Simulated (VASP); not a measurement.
Set up this calculation in VASP 6.6.1, as the native input.

| Quantity | Value |
| --- | --- |
| Task | single point |
| Functional | r2SCAN |
| Potentials or basis | VASP PAW PBE potentials, release 64 (C) |
| Cutoff | 520 eV |
| k mesh | 12 × 12 × 12 |
| Occupations | gaussian, width 0.05 eV |
| Spin | no spin polarisation |
| Dipole correction | no |
| Further INCAR settings | ALGO = Normal; EDIFF = 1e-06; NBANDS = 11 |

Crystal: C.

```xyz
2
Lattice="0.0000 1.8102 1.8102 1.8102 0.0000 1.8102 1.8102 1.8102 0.0000" Properties=species:S:1:pos:R:3 pbc="T T T"
C     1.8102    1.8102    1.8102
C     2.7152    2.7152    2.7152
```

This cell differs from its parent crystal: strain +0.015 along x and y, +0.015 along z.

One way to write it, as run:

POSCAR

```
C
1.0
    0.0000000000      1.8101510000      1.8101510000
    1.8101510000      0.0000000000      1.8101510000
    1.8101510000      1.8101510000      0.0000000000
C
2
Direct
    0.5000000000      0.5000000000      0.5000000000
    0.7500000000      0.7500000000      0.7500000000
```

INCAR.step1

```
PREC = Accurate ; ENCUT = 520
ISMEAR = 0 ; SIGMA = 0.05
LREAL = False ; LASPH = True
NELM = 60 ; NBANDS = 11
GGA = PE ; ALGO = Normal
EDIFF = 1E-4 ; LWAVE = True
LCHARG = False
```

INCAR.step2

```
PREC = Accurate ; ENCUT = 520
EDIFF = 1E-6 ; ISMEAR = 0
SIGMA = 0.05 ; LREAL = False
LASPH = True ; NELM = 60
ALGO = Normal ; ISIF = 2
LWAVE = False ; LCHARG = False
METAGGA = R2SCAN ; LMIXTAU = True
NBANDS = 11 ; ISTART = 1
```

KPOINTS

```
regular mesh
0
Gamma
  12 12 12
```

Potentials or basis: VASP PAW PBE potentials, release 64 (C).

The run is started by

```console
$ cat potpaw_PBE.64/C/POTCAR > POTCAR
$ cp INCAR.step1 INCAR
$ mpirun -np 1 vasp_std > vasp.out
$ cp INCAR.step2 INCAR
$ mpirun -np 1 vasp_std > vasp.out
```

It gave:

```
Pressure               : -19.7 GPa
Band gap on the k mesh : 4.24 eV, indirect (least direct gap 5.71 eV)
```

Caveat: the cell differs from its parent crystal (strain +0.015 along x and y, +0.015 along z); the PAW data sets were made with another functional, which shifts forces and pressure a little.

Wall time 95 s on 1 thread of AMD EPYC 7R13, on a shared host, peak memory 0.09 GiB.
